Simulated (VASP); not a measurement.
# TiTe2 (P-3m1) in VASP: notebook

TiTe2 is run at these levels: PBE, PBE+D3(BJ), PBE+D4; tasks: single point, relaxation of cell and atoms.

All numbers are computed with VASP 6.6.1; they aren't measurements. Logs are shortened: lines on timing, memory, paths and dates and some standing lists are left out, and cuts for length are marked.

**1. The cell of the first run**

The structure is trigonal, space group P-3m1 (No. 164). The conventional cell has a = 3.777 Å, b = 3.777 Å, c = 6.498 Å, α = 90.00°, β = 90.00°, γ = 120.00°. Te (site symmetry 3m) has 3 Ti at 2.77 Å and 9 Te at 3.78 Å within 3.8 Å. Ti (site symmetry -3m) has 6 Te at 2.77 Å and 6 Ti at 3.78 Å within 3.8 Å.

**2. Single point, PBE**

Contents of INCAR:

```
PREC = Accurate ; ENCUT = 520
EDIFF = 1E-6 ; ISMEAR = 0
SIGMA = 0.025 ; LREAL = F
LASPH = T ; NELM = 60
ALGO = Normal ; ISIF = 2
LWAVE = F ; LCHARG = F
GGA = PE ; NBANDS = 19
```

Contents of KPOINTS:

```
regular mesh
0
Gamma
  8 8 4
```

Contents of POSCAR:

```
TiTe2
1.0
    3.7770000000      0.0000000000      0.0000000000
   -1.8885000000      3.2709779501      0.0000000000
    0.0000000000      0.0000000000      6.4980000000
Te Ti
2 1
Direct
    0.3333333333      0.6666666667      0.7372000000
    0.6666666667      0.3333333333      0.2628000000
    0.0000000000      0.0000000000      0.0000000000
```

Potentials or basis: VASP PAW PBE potentials, release 64 (Te, Ti_sv).

Command:

```sh
> cat potpaw_PBE.64/Te/POTCAR potpaw_PBE.64/Ti_sv/POTCAR > POTCAR
> mpirun -np 1 vasp_std > vasp.out
```

OUTCAR:

```text
PREC = Accurate
   ENCUT = 520
   EDIFF = 1E-6
   ISMEAR = 0
   LREAL = F
   LASPH = T
   NELM = 60
   ISIF = 2
   GGA = PE

 ion  position               nearest neighbor table
   1  0.333  0.667  0.737-   3 2.77   3 2.77   3 2.77
   2  0.667  0.333  0.263-   3 2.77   3 2.77   3 2.77
   3  0.000  0.000  0.000-   1 2.77   2 2.77   2 2.77   1 2.77   2 2.77   1 2.77

  LATTYP: Found a hexagonal cell.
 ALAT       =     3.7770000000
 C/A-ratio  =     1.7204130262

  Lattice vectors:

 A1 = (   3.7770000000,   0.0000000000,   0.0000000000)
 A2 = (  -1.8885000000,   3.2709779501,   0.0000000000)
 A3 = (   0.0000000000,   0.0000000000,   6.4980000000)

Analysis of symmetry for initial positions (statically):
=====================================================================
 Subroutine PRICEL returns:
 Original cell was already a primitive cell.

 Routine SETGRP: Setting up the symmetry group for a
 hexagonal supercell.

 Subroutine GETGRP returns: Found 12 space group operations
 (whereof 12 operations were pure point group operations)
 out of a pool of 24 trial point group operations.

The static configuration has the point symmetry D_3d.

Analysis of symmetry for dynamics (positions and initial velocities):
=====================================================================
 Subroutine PRICEL returns:
 Original cell was already a primitive cell.

 Routine SETGRP: Setting up the symmetry group for a
 hexagonal supercell.

 Subroutine GETGRP returns: Found 12 space group operations
 (whereof 12 operations were pure point group operations)
 out of a pool of 24 trial point group operations.

The dynamic configuration has the point symmetry D_3d.

 Subroutine INISYM returns: Found 12 space group operations
 (whereof 12 operations are pure point group operations),
 and found     1 'primitive' translations

----------------------------------------------------------------------------------------

                                     Primitive cell

  volume of cell :      80.2794

  direct lattice vectors                    reciprocal lattice vectors
     3.777000000  0.000000000  0.000000000     0.264760392  0.152859484  0.000000000
    -1.888500000  3.270977950  0.000000000     0.000000000  0.305718967  0.000000000
     0.000000000  0.000000000  6.498000000     0.000000000  0.000000000  0.153893506

  length of vectors
     3.777000000  3.777000000  6.498000000     0.305718967  0.305718967  0.153893506

  position of ions in fractional coordinates (direct lattice)
     0.333333333  0.666666667  0.737200000
     0.666666667  0.333333333  0.262800000
     0.000000000  0.000000000  0.000000000

  ion indices of the primitive-cell ions
   primitive index   ion index
                 1           1
                 2           2
                 3           3

----------------------------------------------------------------------------------------

 KPOINTS: regular mesh

Automatic generation of k-mesh.
 Grid dimensions read from file:
 generate k-points for:    8    8    4

 Generating k-lattice:

  Cartesian coordinates                     Fractional coordinates (reciprocal lattice)
     0.033095049  0.019107435  0.000000000     0.125000000 -0.000000000  0.000000000
     0.000000000  0.038214871  0.000000000     0.000000000  0.125000000  0.000000000
     0.000000000  0.000000000  0.038473376     0.000000000  0.000000000  0.250000000

  Length of vectors
     0.038214871  0.038214871  0.038473376

  Shift w.r.t. Gamma in fractional coordinates (k-lattice)
     0.000000000  0.000000000  0.000000000

 Subroutine IBZKPT returns following result:
 ===========================================

 Found     35 irreducible k-points:

 Following reciprocal coordinates:
            Coordinates               Weight
  0.000000  0.000000  0.000000      1.000000
  0.125000  0.000000  0.000000      6.000000
  0.250000  0.000000  0.000000      6.000000
  0.375000  0.000000  0.000000      6.000000
  0.500000  0.000000  0.000000      3.000000
  0.125000  0.125000  0.000000      6.000000
[... 16 lines left out ...]
 -0.125000  0.500000  0.250000     12.000000
  0.250000  0.250000  0.250000     12.000000
 [... further k-points ...]
   k-points           NKPTS =     35   k-points in BZ     NKDIM =     35   number of bands    NBANDS=     19
   number of dos      NEDOS =    301   number of ions     NIONS =      3
   total plane-waves  NPLWV =  37632
   dimension x,y,z NGX =    28 NGY =   28 NGZ =   48
   dimension x,y,z NGXF=    56 NGYF=   56 NGZF=   96
   ions per type =               2   1
   NGX,Y,Z   is equivalent  to a cutoff of  12.32, 12.32, 12.28 a.u.
   NGXF,Y,Z  is equivalent  to a cutoff of  24.65, 24.65, 24.56 a.u.
 SYSTEM =  unknown system
   PREC   = accura    normal or accurate (medium, high low for compatibility)
   ISTART =      0    job   : 0-new  1-cont  2-samecut
   ICHARG =      2    charge: 1-file 2-atom 10-const
   ISPIN  =      1    spin polarized calculation?
   LNONCOLLINEAR =      F non collinear calculations
   LSORBIT =      F    spin-orbit coupling
   LASPH  =      T    aspherical Exc in radial PAW
   ENCUT  =  520.0 eV  38.22 Ry    6.18 a.u.   7.02  7.02 12.08*2*pi/ulx,y,z
   NELM   =     60;   NELMIN=  2; NELMDL= -5     # of ELM steps
   EDIFF  = 0.1E-05   stopping-criterion for ELM
   LREAL  =      F    real-space projection
   EDIFFG = 0.1E-04   stopping-criterion for IOM
   NSW    =      0    number of steps for IOM
   IBRION =     -1    ionic relax: 0-MD 1-quasi-New 2-CG
   NFREE  =      0    steps in history (QN), initial steepest desc. (CG)
   ISIF   =      2    stress and relaxation
   ISYM   =      2    0-nonsym 1-usesym 2-fastsym
   POTIM  = 0.5000    time-step for ionic-motion
   TEBEG  =    0.0;   TEEND  =   0.0 temperature during run
   PSTRESS=    0.0 pullay stress
   NELECT =      24.0000    total number of electrons
   NUPDOWN=      -1.0000    fix difference up-down
   EMIN   =  10.00;   EMAX   =-10.00  energy-range for DOS
   EFERMI =   0.00;   METHOD = LEGACY
   ISMEAR =     0;   SIGMA  =   0.03  broadening in eV -4-tet -1-fermi 0-gaus
   EFERMI_NEDOS =   21; number of points for ismear=-14 and -15
   IALGO  =     38    algorithm
   IMIX   =      4    mixing-type and parameters
     AMIX     =   0.40;   BMIX     =  1.00
     AMIX_MAG =   1.60;   BMIX_MAG =  1.00
  volume/ion in A,a.u.               =      26.76       180.58
  Fermi-wavevector in a.u.,A,eV,Ry     =   1.094655  2.068597 16.303438  1.198269
  Thomas-Fermi vector in A             =   2.230964
   LORBIT       =      0    0 simple, 1 ext, 2 COOP (PROOUT), +10 PAW based schemes
   GGA     = PE    functional components
   LHFCALC =     F    Hartree Fock is set to
   AEXX    =    0.0000 exact exchange contribution
   IVDW    =     0    specifies the selected vdW correction
   LEPSILON=     F    determine dielectric tensor
   LRPA    =     F    only Hartree local field effects (RPA)
 non-spin polarized calculation
 Gauss-broadening in eV      SIGMA  =   0.03
  energy-cutoff  :      520.00
  volume of cell :       80.28
 maximum number of plane-waves:      2176
   NGX = 13   NGY = 13   NGZ = 25

 number of electron      23.9999998 magnetization

 Free energy of the ion-electron system (eV)
  ---------------------------------------------------
  ext. energy  EPLUGINS =         0.00000000
  ---------------------------------------------------
  free energy    TOTEN  =       -16.20934920 eV

  energy without entropy =      -16.20853086  energy(sigma->0) =      -16.20894003

 E-fermi :   6.7836     XC(G=0):  -9.8602

 val. band max:        6.7717367969   @ k =   0.5000   0.0000   0.2500
 cond. band min:       6.7879423235   @ k =   0.1250   0.0000   0.2500
 fundamental gap:      0.0162055267
 Fermi energy:         6.7835544560

 k-point     1 :       0.0000    0.0000    0.0000
  band No.  band energies     occupation
      1     -50.6669      2.00000
      2     -26.9221      2.00000
      3     -26.9221      2.00000
      4     -26.8888      2.00000
      5      -5.5821      2.00000
      6      -4.0794      2.00000
[... 11 lines left out ...]
     18      11.9240      0.00000
     19      12.7569      0.00000

 k-point     2 :       0.1250    0.0000    0.0000
  band No.  band energies     occupation
      1     -50.6665      2.00000
      2     -26.9282      2.00000
      3     -26.9235      2.00000
      4     -26.8874      2.00000
      5      -5.4105      2.00000
      6      -3.9920      2.00000
[... 11 lines left out ...]
     18      12.8250      0.00000
     19      13.5119      0.00000

 k-point     3 :       0.2500    0.0000    0.0000
  band No.  band energies     occupation
      1     -50.6655      2.00000
      2     -26.9430      2.00000
      3     -26.9269      2.00000
      4     -26.8840      2.00000
      5      -4.9313      2.00000
      6      -3.7744      2.00000
[... 11 lines left out ...]
     18      12.5730      0.00000
     19      13.3594      0.00000

 k-point     4 :       0.3750    0.0000    0.0000
  band No.  band energies     occupation
      1     -50.6644      2.00000
      2     -26.9577      2.00000
      3     -26.9303      2.00000
      4     -26.8806      2.00000
      5      -4.2807      2.00000
      6      -3.5849      2.00000
[... 11 lines left out ...]
     18      12.3233      0.00000
     19      12.5008      0.00000

 k-point     5 :       0.5000    0.0000    0.0000
  band No.  band energies     occupation
      1     -50.6640      2.00000
      2     -26.9637      2.00000
      3     -26.9317      2.00000
      4     -26.8792      2.00000
      5      -3.8231      2.00000
      6      -3.6306      2.00000
[... 11 lines left out ...]
     18      12.1561      0.00000
     19      12.4321      0.00000

 k-point     6 :       0.1250    0.1250    0.0000
  band No.  band energies     occupation
      1     -50.6658      2.00000
      2     -26.9380      2.00000
      3     -26.9266      2.00000
      4     -26.8850      2.00000
      5      -5.0845      2.00000
      6      -3.8379      2.00000
[... 11 lines left out ...]
     18      13.7754      0.00000
     19      13.7915      0.00000

 k-point     7 :       0.2500    0.1250    0.0000
  band No.  band energies     occupation
      1     -50.6647      2.00000
      2     -26.9511      2.00000
      3     -26.9315      2.00000
      4     -26.8816      2.00000
      5      -4.5132      2.00000
      6      -3.6210      2.00000
[... 11 lines left out ...]
     18      12.5131      0.00000
     19      13.3983      0.00000

 k-point     8 :       0.3750    0.1250    0.0000
  band No.  band energies     occupation
      1     -50.6640      2.00000
      2     -26.9604      2.00000
      3     -26.9350      2.00000
      4     -26.8792      2.00000
      5      -3.9162      2.00000
      6      -3.5446      2.00000
[... 256 lines left out ...]
 k-point    20 :       0.2500    0.1250    0.2500
  band No.  band energies     occupation
      1     -50.6647      2.00000
      2     -26.9511      2.00000
      3     -26.9315      2.00000
      4     -26.8816      2.00000
      5      -4.4184      2.00000
      6      -3.7471      2.00000
[... 11 lines left out ...]
     18      12.2464      0.00000
     19      13.1768      0.00000

 k-point    21 :      -0.1250    0.3750    0.2500
  band No.  band energies     occupation
      1     -50.6647      2.00000
      2     -26.9511      2.00000
      3     -26.9315      2.00000
      4     -26.8816      2.00000
      5      -4.3824      2.00000
      6      -3.7997      2.00000
[... 11 lines left out ...]
     18      12.3282      0.00000
     19      13.4347      0.00000

 k-point    22 :       0.3750    0.1250    0.2500
  band No.  band energies     occupation
      1     -50.6640      2.00000
      2     -26.9604      2.00000
      3     -26.9350      2.00000
      4     -26.8792      2.00000
      5      -3.9123      2.00000
      6      -3.5329      2.00000
[... 11 lines left out ...]
     18      11.9253      0.00000
     19      12.8286      0.00000

 k-point    23 :      -0.1250    0.5000    0.2500
  band No.  band energies     occupation
      1     -50.6640      2.00000
      2     -26.9604      2.00000
      3     -26.9350      2.00000
      4     -26.8792      2.00000
      5      -3.8212      2.00000
      6      -3.6419      2.00000
[... 11 lines left out ...]
     18      11.6429      0.00000
     19      13.1243      0.00000

 k-point    24 :       0.2500    0.2500    0.2500
  band No.  band energies     occupation
      1     -50.6640      2.00000
      2     -26.9557      2.00000
      3     -26.9397      2.00000
      4     -26.8792      2.00000
      5      -3.9105      2.00000
      6      -3.5613      2.00000
[... 11 lines left out ...]
     18      12.0873      0.00000
     19      12.8454      0.00000

 [... further k-points ...]
[... 5 lines left out ...]
  --------------------------------------------------------------------------------------
  -------------------------------------------------------------------------------------
  Total        0.3488865      0.3488865      0.6200596      0.0000000      0.0000000      0.0000000
  in kB        6.9629052      6.9629052     12.3748427      0.0000000      0.0000000      0.0000000
  external PRESSURE =       8.7668843 kB  Pullay stress =       0.0000000 kB

 VOLUME and BASIS-vectors are now :
 -----------------------------------------------------------------------------
  energy-cutoff  :      520.00
  volume of cell :       80.28
      direct lattice vectors                 reciprocal lattice vectors
     3.777000000  0.000000000  0.000000000     0.264760392  0.152859484  0.000000000
    -1.888500000  3.270977950  0.000000000     0.000000000  0.305718967  0.000000000
     0.000000000  0.000000000  6.498000000     0.000000000  0.000000000  0.153893506

 POSITION                                       TOTAL-FORCE (eV/Angst)
 -----------------------------------------------------------------------------------
     -0.00000      2.18065      4.79033         0.000000      0.000000     -0.017872
      1.88850      1.09033      1.70767        -0.000000      0.000000      0.017872
      0.00000      0.00000      0.00000        -0.000000      0.000000      0.000000
 -----------------------------------------------------------------------------------
    total drift:                                0.000000     -0.000000     -0.000000

  FREE ENERGIE OF THE ION-ELECTRON SYSTEM (eV)
  ---------------------------------------------------
  free  energy   TOTEN  =       -16.2093491998 eV

  energy  without entropy=      -16.2085308607  energy(sigma->0) =      -16.20894003
```

Run time: 56 s. Hardware: 1 thread of Intel Xeon Platinum 8259CL at 2.50GHz (Skylake/Cascade Lake), shared host; peak memory 0.21 GiB.

What came out:

| Property | Result |
| --- | --- |
| Free energy | -16.2093 eV |
| Pressure | 0.9 GPa |
| Largest force | 0.018 eV/Å |
| Band gap on the k mesh | zero (bands 12 and 13 overlap by 0.66 eV) |

Forces on the atoms (eV/Å):
```
Te   0.000  0.000 -0.018
Te   0.000  0.000  0.018
Ti   0.000  0.000  0.000
```

Caveat: spin-orbit coupling is left out, which moves the levels of the heavy elements; this functional lacks dispersion, which binds layers or chains, so the pressure and a relaxed spacing across them are unreliable.

[end of part 1 of 2]

The gap in the log of VASP goes by the Fermi energy; the results here count the filled bands.